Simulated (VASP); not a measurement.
Set up this calculation in VASP 6.6.1, as the native input.

```
Task                   : relaxation of cell and atoms
Functional             : PBE
Potentials or basis    : VASP PAW PBE potentials, release 64 (Pb_d)
Cutoff                 : 600 eV
k mesh                 : 13 × 13 × 12
Occupations            : fermi-dirac, width 0.1 eV
Spin                   : no spin polarisation
Target pressure        : 4.9 GPa
Dipole correction      : no
Further INCAR settings : ALGO = Normal; EDIFF = 1e-07; IBRION = 2; EDIFFG = -0.005; NSW = 32; ISIF = 3
```

The structure of Pb lies in POSCAR:

```
Pb
1.0
    3.3092589299      0.0000000000      0.0000000000
   -1.6546294649      2.8659023010      0.0000000000
    0.0000000000      0.0000000000      3.1523670486
Pb
1
Direct
    0.0000000000      0.0000000000      0.0000000000
```

This isn't the form of Pb at room conditions, which is fcc.

One way to write it, as run:

INCAR

```
SYSTEM = Pb
PREC = Accurate ; ENCUT = 600
EDIFF = 1E-7 ; ISMEAR = -1
SIGMA = 0.1 ; LREAL = .False.
LASPH = .True. ; NELM = 80
ALGO = Normal ; ISIF = 3
LWAVE = .False. ; LCHARG = .False.
GGA = PE ; IBRION = 2
NSW = 32 ; EDIFFG = -0.005
PSTRESS = 49.0
```

KPOINTS

```
Automatic mesh
0
Gamma
  13 13 12
  0 0 0
```

Potentials or basis: VASP PAW PBE potentials, release 64 (Pb_d).

The run is started by

```bash
$ cat potpaw_PBE.64/Pb_d/POTCAR > POTCAR
$ mpirun -np 1 vasp_std > vasp.out
```

Results of the run:

```
Pressure after relaxing : 4.9 GPa
Band gap on the k mesh  : zero (bands 7 and 8 overlap by 6.81 eV)
```

Caveat: the relaxation stopped at its first step, so nothing moved; the cell is relaxed towards a set pressure, so the run minimises the enthalpy, not the energy; spin-orbit coupling is left out, which moves the levels of the heavy elements.

Wall time 24 s on 1 thread of Intel(R) Xeon(R) 6975P-C (Granite Rapids), with other jobs on the host, peak memory 0.19 GiB.
